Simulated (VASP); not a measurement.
Si (a cell with a defect): single point with PBEsol

The system is Si (a cell with a defect).

```xyz
17
Lattice="0.0000 5.4300 5.4300 5.4300 0.0000 5.4300 5.4300 5.4300 0.0000" Properties=species:S:1:pos:R:3 pbc="T T T"
Si    0.0284    0.0357    0.0421
Si    1.3470    1.3993    1.4057
Si    2.5934    2.9076   -0.1197
Si    4.0107    4.1377    1.2989
Si    2.5934   -0.1267    2.9138
Si    4.0090    1.2925    4.1454
Si    5.1474    2.4264    2.4336
Si    6.5277    3.8064    3.8135
Si    0.1030    2.8106    2.8190
Si    1.4490    4.1611    4.1665
Si    2.7553    5.4661    2.7472
Si    4.1197    6.8304    4.0638
Si    2.7555    2.7436    5.4728
Si    4.1212    4.0566    6.8382
Si    5.6266    5.3025    5.3096
Si    6.8589    6.7210    6.7256
Si    3.6568    6.3657    6.3730
```

```json
{
 "Program": "VASP 6.6.1",
 "Task": "single point",
 "Functional": "PBEsol",
 "Potentials or basis": "VASP PAW PBE potentials, release 64 (Si)",
 "Cutoff": "520 eV",
 "k mesh": "2 × 2 × 2",
 "Occupations": "gaussian, width 0.02 eV",
 "Spin": "no spin polarisation",
 "Dipole correction": "no",
 "Further INCAR settings": "LREAL = Auto; ALGO = Normal; EDIFF = 1e-06; NBANDS = 48"
}
```

```json
{
 "Pressure": "2.4 GPa",
 "Largest force": "0.011 eV/Å",
 "Band gap on the k mesh": "zero (band 34 reaches 6.69 eV, above the bottom of band 35 at 6.60 eV)"
}
```

Forces in eV/Å, atoms in the order of the input:
```
Si   0.005  0.005  0.000
Si   0.006 -0.002  0.001
Si   0.002 -0.011  0.003
Si  -0.002  0.005 -0.005
Si  -0.005  0.001 -0.006
Si   0.005 -0.005  0.000
Si  -0.002 -0.009 -0.003
Si  -0.005  0.000 -0.003
Si  -0.006 -0.002 -0.005
Si   0.005  0.008  0.004
Si  -0.001  0.004  0.002
Si   0.002 -0.003  0.006
Si   0.000 -0.004  0.001
Si   0.000  0.011  0.000
Si  -0.003 -0.002 -0.005
Si  -0.001 -0.001  0.005
Si   0.001  0.004  0.005
```

Stress tensor (GPa, compression positive):
```
 2.43 -0.46 -0.46
-0.46  2.46 -0.46
-0.46 -0.46  2.44
```

Levels at points of the mesh, in eV from the Fermi level:
```csv
k point,band 32,band 33,band 34,band 35,band 36,band 37
"(0.00, 0.00, 0.00)",-0.67,-0.67,-0.44,-0.08,-0.08,0.22
"(0.50, 0.00, 0.00)",-1.30,-0.83,-0.17,0.19,0.67,0.89
"(0.00, 0.50, 0.00)",-1.30,-0.83,-0.17,0.19,0.68,0.89
"(0.00, 0.00, 0.50)",-1.30,-0.83,-0.17,0.19,0.67,0.89
"(0.50, 0.50, 0.50)",-1.25,-1.25,-0.28,0.35,0.35,1.16
"(0.50, 0.50, 0.00)",-1.66,-0.77,0.01,0.38,1.27,1.45
"(0.00, 0.50, 0.50)",-1.66,-0.77,0.01,0.38,1.27,1.45
"(0.50, 0.00, 0.50)",-1.65,-0.77,0.01,0.38,1.27,1.45
```

Wall time 2.1 min on 1 thread of Intel(R) Xeon(R) Platinum 8488C (Sapphire Rapids), with other jobs on the host, peak memory 0.46 GiB.

Caveat: the k points lie up to 0.50 Å⁻¹ apart; the PAW data sets were made with another functional, which shifts forces and pressure a little.
